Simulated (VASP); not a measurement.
# GaN (P6_3mc) in VASP: relaxation of cell and atoms with PBEsol

Aim: the relaxation of cell and atoms of GaN with PBEsol.

All numbers are computed with VASP 6.6.1; they aren't measurements. Logs are shortened: lines on timing, memory, paths and dates and some standing lists are left out, and cuts for length are marked.

### 1 The cell of the first run

It takes space group P6_3mc (No. 186, hexagonal). The conventional cell has a = 3.189 Å, b = 3.189 Å, c = 5.192 Å, α = 90.00°, β = 90.00°, γ = 120.00°. Ga (site symmetry 3m) has 4 N at 1.95 to 1.96 Å within 2.6 Å. Within 2.6 Å of N (site symmetry 3m) lie 4 Ga at 1.95 to 1.96 Å.

### 2 Relaxation of cell and atoms, PBEsol

File INCAR:

```
SYSTEM = GaN
PREC = Accurate ; ENCUT = 600
EDIFF = 1E-7 ; ISMEAR = 0
SIGMA = 0.02 ; LREAL = .FALSE.
LASPH = .TRUE. ; NELM = 60
ALGO = Normal ; ISIF = 3
LWAVE = .FALSE. ; LCHARG = .FALSE.
GGA = PS ; IBRION = 2
NSW = 100 ; EDIFFG = -0.005
```

File KPOINTS:

```
regular mesh
0
G
  9 9 6
  0 0 0
```

File POSCAR:

```
GaN
1.0
    3.1889304035      0.0000000000      0.0000000000
   -1.5944652018      2.7616947404      0.0000000000
    0.0000000000      0.0000000000      5.1923572500
Ga N
2 2
Direct
    0.6666666700      0.3333333300      0.4990837100
    0.3333333300      0.6666666700      0.9990837100
    0.6666666700      0.3333333300      0.8759162900
    0.3333333300      0.6666666700      0.3759162900
```

Potentials or basis: VASP PAW PBE potentials, release 64 (Ga_d, N).

Started as:

```bash
$ cat potpaw_PBE.64/Ga_d/POTCAR potpaw_PBE.64/N/POTCAR > POTCAR
$ mpirun -np 1 vasp_std > vasp.out
```

OUTCAR:

```text
SYSTEM = GaN
   PREC = Accurate
   ENCUT = 600
   EDIFF = 1E-7
   ISMEAR = 0
   LREAL = .FALSE.
   LASPH = .TRUE.
   NELM = 60
   ISIF = 3
   GGA = PS
   IBRION = 2
   NSW = 100
   EDIFFG = -0.005

 ion  position               nearest neighbor table
   1  0.667  0.333  0.499-   4 1.95   4 1.95   4 1.95   3 1.96
   2  0.333  0.667  0.999-   3 1.95   3 1.95   3 1.95   4 1.96
   3  0.667  0.333  0.876-   2 1.95   2 1.95   2 1.95   1 1.96
   4  0.333  0.667  0.376-   1 1.95   1 1.95   1 1.95   2 1.96

  LATTYP: Found a hexagonal cell.
 ALAT       =     3.1889304035
 C/A-ratio  =     1.6282441424

  Lattice vectors:

 A1 = (   3.1889304035,   0.0000000000,   0.0000000000)
 A2 = (  -1.5944652018,   2.7616947404,   0.0000000000)
 A3 = (   0.0000000000,   0.0000000000,   5.1923572500)

Analysis of symmetry for initial positions (statically):
=====================================================================
 Subroutine PRICEL returns:
 Original cell was already a primitive cell.

 Routine SETGRP: Setting up the symmetry group for a
 hexagonal supercell.

 Subroutine GETGRP returns: Found 12 space group operations
 (whereof  6 operations were pure point group operations)
 out of a pool of 24 trial point group operations.

The static configuration has the point symmetry C_3v.
 The point group associated with its full space group is C_6v.

Analysis of symmetry for dynamics (positions and initial velocities):
=====================================================================
 Subroutine PRICEL returns:
 Original cell was already a primitive cell.

 Routine SETGRP: Setting up the symmetry group for a
 hexagonal supercell.

 Subroutine GETGRP returns: Found 12 space group operations
 (whereof  6 operations were pure point group operations)
 out of a pool of 24 trial point group operations.

The dynamic configuration has the point symmetry C_3v.
 The point group associated with its full space group is C_6v.

 Subroutine INISYM returns: Found 12 space group operations
 (whereof  6 operations are pure point group operations),
 and found     1 'primitive' translations

----------------------------------------------------------------------------------------

                                     Primitive cell

  volume of cell :      45.7283

  direct lattice vectors                    reciprocal lattice vectors
     3.188930404  0.000000000  0.000000000     0.313584768  0.181048250  0.000000000
    -1.594465202  2.761694740  0.000000000     0.000000000  0.362096500  0.000000000
     0.000000000  0.000000000  5.192357250     0.000000000  0.000000000  0.192590754

  length of vectors
     3.188930404  3.188930404  5.192357250     0.362096500  0.362096500  0.192590754

  position of ions in fractional coordinates (direct lattice)
     0.666666670  0.333333330  0.499083710
     0.333333330  0.666666670  0.999083710
     0.666666670  0.333333330  0.875916290
     0.333333330  0.666666670  0.375916290

  ion indices of the primitive-cell ions
   primitive index   ion index
                 1           1
                 2           2
                 3           3
                 4           4

----------------------------------------------------------------------------------------

 KPOINTS: regular mesh

Automatic generation of k-mesh.
 Grid dimensions read from file:
 generate k-points for:    9    9    6

 Generating k-lattice:

  Cartesian coordinates                     Fractional coordinates (reciprocal lattice)
     0.034842752  0.020116472  0.000000000     0.111111111 -0.000000000  0.000000000
     0.000000000  0.040232944  0.000000000     0.000000000  0.111111111  0.000000000
     0.000000000  0.000000000  0.032098459     0.000000000  0.000000000  0.166666667

  Length of vectors
     0.040232944  0.040232944  0.032098459

  Shift w.r.t. Gamma in fractional coordinates (k-lattice)
     0.000000000  0.000000000  0.000000000

 Subroutine IBZKPT returns following result:
 ===========================================

 Found     48 irreducible k-points:

 Following reciprocal coordinates:
            Coordinates               Weight
  0.000000  0.000000  0.000000      1.000000
  0.111111 -0.000000  0.000000      6.000000
  0.222222 -0.000000  0.000000      6.000000
  0.333333  0.000000  0.000000      6.000000
  0.444444 -0.000000  0.000000      6.000000
  0.111111  0.111111  0.000000      6.000000
[... 16 lines left out ...]
  0.333333  0.222222  0.166667     24.000000
  0.333333  0.333333  0.166667      4.000000
 [... further k-points ...]
   k-points           NKPTS =     48   k-points in BZ     NKDIM =     48   number of bands    NBANDS=     22
   number of dos      NEDOS =    301   number of ions     NIONS =      4
   total plane-waves  NPLWV =  32928
   dimension x,y,z NGX =    28 NGY =   28 NGZ =   42
   dimension x,y,z NGXF=    56 NGYF=   56 NGZF=   84
   ions per type =               2   2
   NGX,Y,Z   is equivalent  to a cutoff of  14.60, 14.60, 13.45 a.u.
   NGXF,Y,Z  is equivalent  to a cutoff of  29.19, 29.19, 26.89 a.u.
 SYSTEM =  GaN
   PREC   = accura    normal or accurate (medium, high low for compatibility)
   ISTART =      0    job   : 0-new  1-cont  2-samecut
   ICHARG =      2    charge: 1-file 2-atom 10-const
   ISPIN  =      1    spin polarized calculation?
   LNONCOLLINEAR =      F non collinear calculations
   LSORBIT =      F    spin-orbit coupling
   LASPH  =      T    aspherical Exc in radial PAW
   ENCUT  =  600.0 eV  44.10 Ry    6.64 a.u.   6.37  6.37 10.37*2*pi/ulx,y,z
   NELM   =     60;   NELMIN=  2; NELMDL= -5     # of ELM steps
   EDIFF  = 0.1E-06   stopping-criterion for ELM
   LREAL  =      F    real-space projection
   EDIFFG = -.5E-02   stopping-criterion for IOM
   NSW    =    100    number of steps for IOM
   IBRION =      2    ionic relax: 0-MD 1-quasi-New 2-CG
   NFREE  =      1    steps in history (QN), initial steepest desc. (CG)
   ISIF   =      3    stress and relaxation
   ISYM   =      2    0-nonsym 1-usesym 2-fastsym
   POTIM  = 0.5000    time-step for ionic-motion
   TEBEG  =    0.0;   TEEND  =   0.0 temperature during run
   PSTRESS=    0.0 pullay stress
   NELECT =      36.0000    total number of electrons
   NUPDOWN=      -1.0000    fix difference up-down
   EMIN   =  10.00;   EMAX   =-10.00  energy-range for DOS
   EFERMI =   0.00;   METHOD = LEGACY
   ISMEAR =     0;   SIGMA  =   0.02  broadening in eV -4-tet -1-fermi 0-gaus
   EFERMI_NEDOS =   21; number of points for ismear=-14 and -15
   IALGO  =     38    algorithm
   IMIX   =      4    mixing-type and parameters
     AMIX     =   0.40;   BMIX     =  1.00
     AMIX_MAG =   1.60;   BMIX_MAG =  1.00
  volume/ion in A,a.u.               =      11.43        77.15
  Fermi-wavevector in a.u.,A,eV,Ry     =   1.511636  2.856578 31.089905  2.285044
  Thomas-Fermi vector in A             =   2.621667
   LORBIT       =      0    0 simple, 1 ext, 2 COOP (PROOUT), +10 PAW based schemes
   GGA     = PS    functional components
   LHFCALC =     F    Hartree Fock is set to
   AEXX    =    0.0000 exact exchange contribution
   IVDW    =     0    specifies the selected vdW correction
   LEPSILON=     F    determine dielectric tensor
   LRPA    =     F    only Hartree local field effects (RPA)
 conjugate gradient relaxation of ions
 non-spin polarized calculation
 Gauss-broadening in eV      SIGMA  =   0.02
  energy-cutoff  :      600.00
  volume of cell :       45.73
 maximum number of plane-waves:      1541
 NGX is ok and might be reduce to    28
   NGX = 13   NGY = 13   NGZ = 21

--------------------------------------- Ionic step        1  -------------------------------------------

 number of electron      35.9999997 magnetization

 Free energy of the ion-electron system (eV)
  ---------------------------------------------------
  ext. energy  EPLUGINS =         0.00000000
  ---------------------------------------------------
  free energy    TOTEN  =       -26.27109582 eV

  energy without entropy =      -26.27109582  energy(sigma->0) =      -26.27109582

------------------------ aborting loop because EDIFF is reached ----------------------------------------

  FORCE on cell =-STRESS in cart. coord.  units (eV):
  Direction    XX          YY          ZZ          XY          YZ          ZX
  --------------------------------------------------------------------------------------
  -------------------------------------------------------------------------------------
  Total       -0.4076764     -0.4076764     -0.3589304      0.0000000      0.0000000      0.0000000
  in kB      -14.2837062    -14.2837062    -12.5757978      0.0000000      0.0000000      0.0000000
  external PRESSURE =     -13.7144034 kB  Pullay stress =       0.0000000 kB

 VOLUME and BASIS-vectors are now :
 -----------------------------------------------------------------------------
  energy-cutoff  :      600.00
  volume of cell :       45.73
      direct lattice vectors                 reciprocal lattice vectors
     3.188930404  0.000000000  0.000000000     0.313584768  0.181048250  0.000000000
    -1.594465202  2.761694740  0.000000000     0.000000000  0.362096500  0.000000000
     0.000000000  0.000000000  5.192357250     0.000000000  0.000000000  0.192590754
[... 115 lines left out ...]
 POSITION                                       TOTAL-FORCE (eV/Angst)
 -----------------------------------------------------------------------------------
      1.59048      0.91826      2.58584        -0.000000      0.000000      0.006687
     -0.00000      1.83653      5.17631         0.000000     -0.000000      0.006687
      1.59048      0.91826      4.53793         0.000000     -0.000000     -0.006687
     -0.00000      1.83653      1.94747        -0.000000      0.000000     -0.006687
 -----------------------------------------------------------------------------------
    total drift:                               -0.000011      0.000006     -0.000228

  FREE ENERGIE OF THE ION-ELECTRON SYSTEM (eV)
  ---------------------------------------------------
  free  energy   TOTEN  =       -26.2725309813 eV

  energy  without entropy=      -26.2725309813  energy(sigma->0) =      -26.27253098

--------------------------------------- Ionic step        5  -------------------------------------------

 number of electron      35.9999995 magnetization

 Free energy of the ion-electron system (eV)
  ---------------------------------------------------
  ext. energy  EPLUGINS =         0.00000000
  ---------------------------------------------------
  free energy    TOTEN  =       -26.27253864 eV

  energy without entropy =      -26.27253864  energy(sigma->0) =      -26.27253864

 E-fermi :   5.4115     XC(G=0): -11.9391

 val. band max:        5.2571440309   @ k =   0.0000   0.0000   0.0000
 cond. band min:       7.1650105393   @ k =   0.0000   0.0000   0.0000
 fundamental gap:      1.9078665085
 Fermi energy:         5.4114648583

 k-point     1 :       0.0000    0.0000    0.0000
  band No.  band energies     occupation
      1     -10.7774      2.00000
      2      -9.8017      2.00000
      3      -8.1494      2.00000
      4      -8.1337      2.00000
      5      -8.1337      2.00000
      6      -8.0705      2.00000
[... 14 lines left out ...]
     21      14.3859      0.00000
     22      15.0873      0.00000
[... 552 lines left out ...]
  band No.  band energies     occupation
      1      -9.6551      2.00000
      2      -9.6551      2.00000
      3      -8.1182      2.00000
      4      -7.9553      2.00000
      5      -7.9553      2.00000
      6      -7.9067      2.00000
[... 14 lines left out ...]
     21      12.7712      0.00000
     22      13.4930      0.00000

 [... further k-points ...]

------------------------ aborting loop because EDIFF is reached ----------------------------------------

  FORCE on cell =-STRESS in cart. coord.  units (eV):
  Direction    XX          YY          ZZ          XY          YZ          ZX
  --------------------------------------------------------------------------------------
  -------------------------------------------------------------------------------------
  Total       -0.0025323     -0.0025323      0.0143913      0.0000000      0.0000000      0.0000000
  in kB       -0.0893726     -0.0893726      0.5079151      0.0000000      0.0000000      0.0000000
  external PRESSURE =       0.1097233 kB  Pullay stress =       0.0000000 kB

 VOLUME and BASIS-vectors are now :
 -----------------------------------------------------------------------------
  energy-cutoff  :      600.00
  volume of cell :       45.40
      direct lattice vectors                 reciprocal lattice vectors
     3.180669136  0.000000000  0.000000000     0.314399253  0.181518493  0.000000000
    -1.590334568  2.754540273  0.000000000    -0.000000000  0.363036987  0.000000000
     0.000000000 -0.000000000  5.181445847     0.000000000 -0.000000000  0.192996324

 POSITION                                       TOTAL-FORCE (eV/Angst)
 -----------------------------------------------------------------------------------
      1.59033      0.91818      2.58638        -0.000000      0.000000      0.002197
     -0.00000      1.83636      5.17710         0.000000     -0.000000      0.002197
      1.59033      0.91818      4.53811        -0.000000      0.000000     -0.002197
     -0.00000      1.83636      1.94739        -0.000000     -0.000000     -0.002197
 -----------------------------------------------------------------------------------
    total drift:                               -0.000011      0.000006     -0.000309

  FREE ENERGIE OF THE ION-ELECTRON SYSTEM (eV)
  ---------------------------------------------------
  free  energy   TOTEN  =       -26.2725386389 eV

  energy  without entropy=      -26.2725386389  energy(sigma->0) =      -26.27253864

 reached required accuracy - stopping structural energy minimisation
```

It took 100 s on 1 thread of AMD EPYC 9R45 (Zen 5), shared host; peak memory 0.18 GiB.

Results:

| Quantity | Value |
| --- | --- |
| Free energy | -26.2725 eV |
| Relaxed volume | 11.35 Å³/atom |
| Relaxed cell | a = 3.181 Å, b = 3.181 Å, c = 5.181 Å, α = 90.00°, β = 90.00°, γ = 120.00° |
| Space group after relaxing (to 0.05 Å) | P6_3mc (No. 186) |
| Energy gained by relaxing | 0.4 meV/atom |
| Ionic steps | 5 |
| Pressure after relaxing | 0.0 GPa |
| Band gap on the k mesh | 1.91 eV, direct |

Forces in eV/Å, atoms in the order of the input:
```
Ga   0.000  0.000  0.002
Ga   0.000  0.000  0.002
N    0.000  0.000 -0.002
N    0.000  0.000 -0.002
```

Step by step:
| step | energy change (eV) | largest force (eV/Å) | pressure (GPa) | volume (Å³) |
| --- | --- | --- | --- | --- |
| 1 | 0.0000 | 0.0052 | -1.37 | 45.73 |
| 2 | -0.0002 | 0.0082 | 1.34 | 45.08 |
| 3 | -0.0014 | 0.0067 | 0.03 | 45.39 |
| 4 | -0.0014 | 0.0067 | -0.11 | 45.40 |
| 5 | -0.0014 | 0.0022 | 0.01 | 45.40 |

Final structure:
```xyz
4
Lattice="3.1807 0.0000 0.0000 -1.5903 2.7545 0.0000 0.0000 0.0000 5.1814" Properties=species:S:1:pos:R:3 pbc="T T T"
Ga    1.5903    0.9182    2.5864
Ga    0.0000    1.8364    5.1771
N     1.5903    0.9182    4.5381
N     0.0000    1.8364    1.9474
```

Caveat: the PAW data sets were made with another functional, which shifts forces and pressure a little.
